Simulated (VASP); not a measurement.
# InSb (P4/mmm) in VASP: a series of runs

InSb is run at these levels: PBE; tasks: single point.

Program: VASP 6.6.1. These are calculated values, not measurements. Logs are shortened: lines on timing, memory, paths and dates and some standing lists are left out, and cuts for length are marked.

## 1. The cell of the first run

The structure is tetragonal, space group P4/mmm (No. 123). The conventional cell has a = 2.984 Å, b = 2.984 Å, c = 6.029 Å, α = 90.00°, β = 90.00°, γ = 90.00°. In (site symmetry 4/mmm) has 4 In at 2.98 Å and 2 Sb at 3.01 Å within 3.9 Å. Sb (site symmetry 4/mmm) has 4 Sb at 2.98 Å and 2 In at 3.01 Å within 3.9 Å.

## 2. Single point, PBE (strain -0.030 along x and y, -0.030 along z)

Input file INCAR:

```
PREC = Accurate
ENCUT = 520
EDIFF = 1E-7
ISMEAR = 0
SIGMA = 0.15
LREAL = F
LASPH = T
NELM = 60
ALGO = Normal
ISIF = 2
LWAVE = F
LCHARG = F
GGA = PE
NBANDS = 16
```

Input file KPOINTS:

```
Automatic mesh
0
Gamma
  16 16 8
```

Input file POSCAR:

```
InSb
1.0
    2.9843563200      0.0000000000      0.0000000000
    0.0000000000      2.9843563200      0.0000000000
    0.0000000000      0.0000000000      6.0290059000
In Sb
1 1
Direct
    0.0000000000      0.0000000000      0.0000000000
    0.0000000000      0.0000000000      0.5000000000
```

Potentials or basis: VASP PAW PBE potentials, release 64 (In_d, Sb).

On the command line:

```console
> cat potpaw_PBE.64/In_d/POTCAR potpaw_PBE.64/Sb/POTCAR > POTCAR
> mpirun -np 1 vasp_std > vasp.out
```

OUTCAR:

```text
PREC = Accurate
   ENCUT = 520
   EDIFF = 1E-7
   ISMEAR = 0
   LREAL = F
   LASPH = T
   NELM = 60
   ISIF = 2
   GGA = PE

 ion  position               nearest neighbor table
   1  0.000  0.000  0.000-   2 3.01   2 3.01
   2  0.000  0.000  0.500-   1 3.01   1 3.01

  LATTYP: Found a simple tetragonal cell.
 ALAT       =     2.9843563200
 C/A-ratio  =     2.0202031036

  Lattice vectors:

 A1 = (   2.9843563200,   0.0000000000,   0.0000000000)
 A2 = (   0.0000000000,   2.9843563200,   0.0000000000)
 A3 = (   0.0000000000,   0.0000000000,   6.0290059000)

Analysis of symmetry for initial positions (statically):
=====================================================================
 Subroutine PRICEL returns:
 Original cell was already a primitive cell.

 Routine SETGRP: Setting up the symmetry group for a
 simple tetragonal supercell.

 Subroutine GETGRP returns: Found 16 space group operations
 (whereof 16 operations were pure point group operations)
 out of a pool of 16 trial point group operations.

The static configuration has the point symmetry D_4h.

Analysis of symmetry for dynamics (positions and initial velocities):
=====================================================================
 Subroutine PRICEL returns:
 Original cell was already a primitive cell.

 Routine SETGRP: Setting up the symmetry group for a
 simple tetragonal supercell.

 Subroutine GETGRP returns: Found 16 space group operations
 (whereof 16 operations were pure point group operations)
 out of a pool of 16 trial point group operations.

The dynamic configuration has the point symmetry D_4h.

 Subroutine INISYM returns: Found 16 space group operations
 (whereof 16 operations are pure point group operations),
 and found     1 'primitive' translations

----------------------------------------------------------------------------------------

                                     Primitive cell

  volume of cell :      53.6966

  direct lattice vectors                    reciprocal lattice vectors
     2.984356320  0.000000000  0.000000000     0.335080631  0.000000000  0.000000000
     0.000000000  2.984356320  0.000000000     0.000000000  0.335080631  0.000000000
     0.000000000  0.000000000  6.029005900     0.000000000  0.000000000  0.165864824

  length of vectors
     2.984356320  2.984356320  6.029005900     0.335080631  0.335080631  0.165864824

  position of ions in fractional coordinates (direct lattice)
     0.000000000  0.000000000  0.000000000
     0.000000000  0.000000000  0.500000000

  ion indices of the primitive-cell ions
   primitive index   ion index
                 1           1
                 2           2

----------------------------------------------------------------------------------------

 KPOINTS: Automatic mesh

Automatic generation of k-mesh.
 Grid dimensions read from file:
 generate k-points for:   16   16    8

 Generating k-lattice:

  Cartesian coordinates                     Fractional coordinates (reciprocal lattice)
     0.020942539  0.000000000  0.000000000     0.062500000  0.000000000  0.000000000
     0.000000000  0.020942539  0.000000000     0.000000000  0.062500000  0.000000000
     0.000000000  0.000000000  0.020733103     0.000000000  0.000000000  0.125000000

  Length of vectors
     0.020942539  0.020942539  0.020733103

  Shift w.r.t. Gamma in fractional coordinates (k-lattice)
     0.000000000  0.000000000  0.000000000

 Subroutine IBZKPT returns following result:
 ===========================================

 Found    225 irreducible k-points:

 Following reciprocal coordinates:
            Coordinates               Weight
  0.000000  0.000000  0.000000      1.000000
  0.062500  0.000000  0.000000      4.000000
  0.125000  0.000000  0.000000      4.000000
  0.187500  0.000000  0.000000      4.000000
  0.250000  0.000000  0.000000      4.000000
  0.312500  0.000000  0.000000      4.000000
[... 16 lines left out ...]
  0.437500  0.125000  0.000000      8.000000
  0.500000  0.125000  0.000000      4.000000
 [... further k-points ...]
   k-points           NKPTS =    225   k-points in BZ     NKDIM =    225   number of bands    NBANDS=     16
   number of dos      NEDOS =    301   number of ions     NIONS =      2
   total plane-waves  NPLWV =  27648
   dimension x,y,z NGX =    24 NGY =   24 NGZ =   48
   dimension x,y,z NGXF=    48 NGYF=   48 NGZF=   96
   ions per type =               1   1
   NGX,Y,Z   is equivalent  to a cutoff of  13.37, 13.37, 13.24 a.u.
   NGXF,Y,Z  is equivalent  to a cutoff of  26.74, 26.74, 26.47 a.u.
 SYSTEM =  unknown system
   PREC   = accura    normal or accurate (medium, high low for compatibility)
   ISTART =      0    job   : 0-new  1-cont  2-samecut
   ICHARG =      2    charge: 1-file 2-atom 10-const
   ISPIN  =      1    spin polarized calculation?
   LNONCOLLINEAR =      F non collinear calculations
   LSORBIT =      F    spin-orbit coupling
   LASPH  =      T    aspherical Exc in radial PAW
   ENCUT  =  520.0 eV  38.22 Ry    6.18 a.u.   5.55  5.55 11.21*2*pi/ulx,y,z
   NELM   =     60;   NELMIN=  2; NELMDL= -5     # of ELM steps
   EDIFF  = 0.1E-06   stopping-criterion for ELM
   LREAL  =      F    real-space projection
   EDIFFG = 0.1E-05   stopping-criterion for IOM
   NSW    =      0    number of steps for IOM
   IBRION =     -1    ionic relax: 0-MD 1-quasi-New 2-CG
   NFREE  =      0    steps in history (QN), initial steepest desc. (CG)
   ISIF   =      2    stress and relaxation
   ISYM   =      2    0-nonsym 1-usesym 2-fastsym
   POTIM  = 0.5000    time-step for ionic-motion
   TEBEG  =    0.0;   TEEND  =   0.0 temperature during run
   PSTRESS=    0.0 pullay stress
   NELECT =      18.0000    total number of electrons
   NUPDOWN=      -1.0000    fix difference up-down
   EMIN   =  10.00;   EMAX   =-10.00  energy-range for DOS
   EFERMI =   0.00;   METHOD = LEGACY
   ISMEAR =     0;   SIGMA  =   0.15  broadening in eV -4-tet -1-fermi 0-gaus
   EFERMI_NEDOS =   21; number of points for ismear=-14 and -15
   IALGO  =     38    algorithm
   IMIX   =      4    mixing-type and parameters
     AMIX     =   0.40;   BMIX     =  1.00
     AMIX_MAG =   1.60;   BMIX_MAG =  1.00
  volume/ion in A,a.u.               =      26.85       181.18
  Fermi-wavevector in a.u.,A,eV,Ry     =   1.137234  2.149061 17.596442  1.293302
  Thomas-Fermi vector in A             =   2.273939
   LORBIT       =      0    0 simple, 1 ext, 2 COOP (PROOUT), +10 PAW based schemes
   GGA     = PE    functional components
   LHFCALC =     F    Hartree Fock is set to
   AEXX    =    0.0000 exact exchange contribution
   IVDW    =     0    specifies the selected vdW correction
   LEPSILON=     F    determine dielectric tensor
   LRPA    =     F    only Hartree local field effects (RPA)
 non-spin polarized calculation
 Gauss-broadening in eV      SIGMA  =   0.15
  energy-cutoff  :      520.00
  volume of cell :       53.70
 maximum number of plane-waves:      1470
 NGX is ok and might be reduce to    24
   NGX = 11   NGY = 11   NGZ = 23

 number of electron      18.0000011 magnetization

 Free energy of the ion-electron system (eV)
  ---------------------------------------------------
  ext. energy  EPLUGINS =         0.00000000
  ---------------------------------------------------
  free energy    TOTEN  =        -6.50056126 eV

  energy without entropy =       -6.49068547  energy(sigma->0) =       -6.49562337

 E-fermi :   7.7540     XC(G=0): -10.0638

 val. band max:        7.7500353258   @ k =   0.4375   0.1875   0.2500
 cond. band min:       7.7543218490   @ k =   0.3750   0.2500   0.5000
 fundamental gap:      0.0042865232
 Fermi energy:         7.7539629265

 k-point     1 :       0.0000    0.0000    0.0000
  band No.  band energies     occupation
      1      -7.3873      2.00000
      2      -7.1455      2.00000
      3      -6.6743      2.00000
      4      -6.6743      2.00000
      5      -6.5563      2.00000
      6      -4.4222      2.00000
[... 8 lines left out ...]
     15      17.2682      0.00000
     16      17.9607      0.00000

 k-point     2 :       0.0625    0.0000    0.0000
  band No.  band energies     occupation
      1      -7.3706      2.00000
      2      -7.1349      2.00000
      3      -6.6866      2.00000
      4      -6.6733      2.00000
      5      -6.5653      2.00000
      6      -4.3572      2.00000
[... 8 lines left out ...]
     15      17.3558      0.00000
     16      18.3299      0.00000

 k-point     3 :       0.1250    0.0000    0.0000
  band No.  band energies     occupation
      1      -7.3283      2.00000
      2      -7.0998      2.00000
      3      -6.7213      2.00000
      4      -6.6704      2.00000
      5      -6.5905      2.00000
      6      -4.1625      2.00000
[... 8 lines left out ...]
     15      17.2291      0.00000
     16      17.6150      0.00000

 k-point     4 :       0.1875    0.0000    0.0000
  band No.  band energies     occupation
      1      -7.2801      2.00000
      2      -7.0324      2.00000
      3      -6.7725      2.00000
      4      -6.6662      2.00000
      5      -6.6281      2.00000
      6      -3.8398      2.00000
[... 8 lines left out ...]
     15      17.5783      0.00000
     16      18.0340      0.00000

 k-point     5 :       0.2500    0.0000    0.0000
  band No.  band energies     occupation
      1      -7.2416      2.00000
      2      -6.9350      2.00000
      3      -6.8317      2.00000
      4      -6.6720      2.00000
      5      -6.6612      2.00000
      6      -3.3947      2.00000
[... 8 lines left out ...]
     15      17.9338      0.00000
     16      18.5922      0.00000

 k-point     6 :       0.3125    0.0000    0.0000
  band No.  band energies     occupation
      1      -7.2146      2.00000
      2      -6.8898      2.00000
      3      -6.8269      2.00000
      4      -6.7155      2.00000
      5      -6.6562      2.00000
      6      -2.8419      2.00000
[... 8 lines left out ...]
     15      18.3483      0.00000
     16      19.2545      0.00000

 k-point     7 :       0.3750    0.0000    0.0000
  band No.  band energies     occupation
      1      -7.1963      2.00000
      2      -6.9381      2.00000
      3      -6.7520      2.00000
      4      -6.7311      2.00000
      5      -6.6519      2.00000
      6      -2.2198      2.00000
[... 8 lines left out ...]
     15      18.8206      0.00000
     16      19.9567      0.00000

 k-point     8 :       0.4375    0.0000    0.0000
  band No.  band energies     occupation
      1      -7.1855      2.00000
      2      -6.9700      2.00000
      3      -6.7763      2.00000
      4      -6.6659      2.00000
      5      -6.6490      2.00000
      6      -1.6370      2.00000
[... 8 lines left out ...]
     15      19.2877      0.00000
     16      20.3339      0.00000

 k-point     9 :       0.5000    0.0000    0.0000
  band No.  band energies     occupation
      1      -7.1820      2.00000
      2      -6.9812      2.00000
      3      -6.7848      2.00000
      4      -6.6480      2.00000
      5      -6.6429      2.00000
      6      -1.3643      2.00000
[... 8 lines left out ...]
     15      19.5165      0.00000
     16      19.8649      0.00000
[... 172 lines left out ...]
 k-point    19 :       0.1875    0.1250    0.0000
  band No.  band energies     occupation
      1      -7.1880      2.00000
      2      -7.0177      2.00000
      3      -6.7681      2.00000
      4      -6.7112      2.00000
      5      -6.6688      2.00000
      6      -3.5813      2.00000
[... 8 lines left out ...]
     15      17.4946      0.00000
     16      17.5665      0.00000

 k-point    20 :       0.2500    0.1250    0.0000
  band No.  band energies     occupation
      1      -7.1424      2.00000
      2      -6.9260      2.00000
      3      -6.8263      2.00000
      4      -6.7165      2.00000
      5      -6.7057      2.00000
      6      -3.1371      2.00000
[... 8 lines left out ...]
     15      17.8066      0.00000
     16      17.9409      0.00000

 k-point    21 :       0.3125    0.1250    0.0000
  band No.  band energies     occupation
      1      -7.1153      2.00000
      2      -6.8835      2.00000
      3      -6.8171      2.00000
      4      -6.7627      2.00000
      5      -6.7000      2.00000
      6      -2.5850      2.00000
[... 8 lines left out ...]
     15      18.1381      0.00000
     16      18.4131      0.00000

 k-point    22 :       0.3750    0.1250    0.0000
  band No.  band energies     occupation
      1      -7.0982      2.00000
      2      -6.9312      2.00000
      3      -6.8047      2.00000
      4      -6.7159      2.00000
      5      -6.6952      2.00000
      6      -1.9635      2.00000
[... 8 lines left out ...]
     15      17.7260      0.00000
     16      18.8381      0.00000

 k-point    23 :       0.4375    0.1250    0.0000
  band No.  band energies     occupation
      1      -7.0883      2.00000
      2      -6.9627      2.00000
      3      -6.8307      2.00000
      4      -6.6920      2.00000
      5      -6.6490      2.00000
      6      -1.3808      2.00000
[... 8 lines left out ...]
     15      18.0076      0.00000
     16      19.4239      0.00000

 k-point    24 :       0.5000    0.1250    0.0000
  band No.  band energies     occupation
      1      -7.0849      2.00000
      2      -6.9737      2.00000
      3      -6.8399      2.00000
      4      -6.6909      2.00000
      5      -6.6253      2.00000
      6      -1.1079      2.00000
[... 8 lines left out ...]
     15      18.3972      0.00000
     16      19.7061      0.00000

 [... further k-points ...]

------------------------ aborting loop because EDIFF is reached ----------------------------------------

  FORCE on cell =-STRESS in cart. coord.  units (eV):
  Direction    XX          YY          ZZ          XY          YZ          ZX
  --------------------------------------------------------------------------------------
  -------------------------------------------------------------------------------------
  Total        2.0274598      2.0274598      1.7336384      0.0000000      0.0000000     -0.0000000
  in kB       60.4944835     60.4944835     51.7275654      0.0000000      0.0000000     -0.0000000
  external PRESSURE =      57.5721775 kB  Pullay stress =       0.0000000 kB

 VOLUME and BASIS-vectors are now :
 -----------------------------------------------------------------------------
  energy-cutoff  :      520.00
  volume of cell :       53.70
      direct lattice vectors                 reciprocal lattice vectors
     2.984356320  0.000000000  0.000000000     0.335080631  0.000000000  0.000000000
     0.000000000  2.984356320  0.000000000     0.000000000  0.335080631  0.000000000
     0.000000000  0.000000000  6.029005900     0.000000000  0.000000000  0.165864824

 POSITION                                       TOTAL-FORCE (eV/Angst)
 -----------------------------------------------------------------------------------
      0.00000      0.00000      0.00000         0.000000      0.000000      0.000000
      0.00000      0.00000      3.01450         0.000000      0.000000      0.000000
 -----------------------------------------------------------------------------------
    total drift:                                0.000000     -0.000000     -0.000000

  FREE ENERGIE OF THE ION-ELECTRON SYSTEM (eV)
  ---------------------------------------------------
  free  energy   TOTEN  =        -6.5005612630 eV

  energy  without entropy=       -6.4906854748  energy(sigma->0) =       -6.49562337
```

Wall time 2.2 min (1 thread of Intel Xeon Platinum 8375C at 2.90GHz (Ice Lake), shared host); peak memory 0.33 GiB.

What came out:

| Item | Value |
| --- | --- |
| Free energy | -6.5006 eV |
| Pressure | 5.8 GPa |
| Band gap on the k mesh | zero (band 9 reaches 12.33 eV, above the bottom of band 10 at 5.91 eV) |

Stress tensor (GPa, compression positive):
```
6.05 0.00 0.00
0.00 6.05 0.00
0.00 0.00 5.17
```

Levels at points of the mesh, in eV from the Fermi level:
```tsv
k point	band 6	band 7	band 8	band 9	band 10	band 11	band 12	band 13
(0.00, 0.00, 0.00)	-12.18	-7.15	-5.09	4.58	4.58	5.46	7.98	8.63
(0.50, 0.00, 0.00)	-9.12	-5.56	-3.19	-2.52	-1.85	2.80	7.09	8.42
(0.50, 0.50, 0.00)	-5.82	-3.17	-3.17	-0.05	1.00	1.00	1.31	2.57
(0.00, 0.00, 0.50)	-12.03	-8.65	-0.98	0.08	4.80	4.80	8.03	8.58
(0.50, 0.00, 0.50)	-9.07	-5.25	-4.99	-2.76	1.97	3.23	5.75	6.65
(0.50, 0.50, 0.50)	-5.82	-2.93	-2.93	-1.41	0.20	0.20	2.85	4.62
```

Caveat: the cell differs from its parent crystal (strain -0.030 along x and y, -0.030 along z); spin-orbit coupling is left out, which moves the levels of the heavy elements.

## 3. Single point, PBE (strain -0.030 along x and y, -0.015 along z)

Input file INCAR:

```
SYSTEM = InSb
ALGO     = Normal         ! electronic algorithm
EDIFF    = 1E-6           ! SCF threshold, eV
ENCUT    = 520            ! plane-wave cutoff, eV
GGA      = PE             ! functional
ISIF     = 2              ! what is computed and relaxed
ISMEAR   = 0              ! smearing method
LASPH    = .True.         ! aspherical terms in the spheres
LCHARG   = .False.        ! write CHGCAR
LREAL    = .False.        ! projectors in reciprocal space
LWAVE    = .False.        ! write WAVECAR
NBANDS   = 16             ! bands
NELM     = 100            ! most SCF steps
PREC     = Accurate       ! precision mode
SIGMA    = 0.15           ! smearing width, eV
```

Input file KPOINTS:

```
k-points
0
Gamma
  16 16 8
  0 0 0
```

POSCAR: that of step 2 with these lines changed.

```diff
@@ -4,3 +4,3 @@
     0.0000000000      2.9843563200      0.0000000000
-    0.0000000000      0.0000000000      6.0290059000
+    0.0000000000      0.0000000000      6.1222379500
 In Sb
```

Potentials or basis: VASP PAW PBE potentials, release 64 (In_d, Sb).

On the command line:

```console
> cat potpaw_PBE.64/In_d/POTCAR potpaw_PBE.64/Sb/POTCAR > POTCAR
> mpirun -np 1 vasp_std > vasp.out
```

Wall time 2 min (1 thread of Intel Xeon Platinum 8375C at 2.90GHz (Ice Lake), shared host); peak memory 0.33 GiB.

It converged, with:

- Free energy: -6.5215 eV
- Pressure: 4.8 GPa
- Band gap on the k mesh: zero (band 9 reaches 12.22 eV, above the bottom of band 10 at 5.67 eV)

Stress tensor (GPa, compression positive):
```
5.75 0.00 0.00
0.00 5.75 0.00
0.00 0.00 2.92
```

Levels at points of the mesh, in eV from the Fermi level:
| k point | band 6 | band 7 | band 8 | band 9 | band 10 | band 11 | band 12 | band 13 |
| --- | --- | --- | --- | --- | --- | --- | --- | --- |
| (0.00, 0.00, 0.00) | -12.09 | -7.21 | -4.99 | 4.66 | 4.66 | 5.09 | 8.05 | 8.45 |
| (0.50, 0.00, 0.00) | -9.04 | -5.48 | -3.25 | -2.40 | -1.89 | 2.82 | 7.18 | 8.04 |
| (0.50, 0.50, 0.00) | -5.73 | -3.09 | -3.09 | 0.09 | 0.96 | 0.96 | 1.24 | 2.64 |
| (0.00, 0.00, 0.50) | -11.96 | -8.56 | -1.15 | -0.05 | 4.85 | 4.85 | 8.09 | 8.64 |
| (0.50, 0.00, 0.50) | -9.00 | -5.20 | -4.89 | -2.71 | 1.79 | 3.11 | 5.63 | 6.52 |
| (0.50, 0.50, 0.50) | -5.74 | -2.88 | -2.88 | -1.28 | 0.25 | 0.25 | 2.91 | 4.67 |

Caveat: the cell differs from its parent crystal (strain -0.030 along x and y, -0.015 along z); spin-orbit coupling is left out, which moves the levels of the heavy elements.
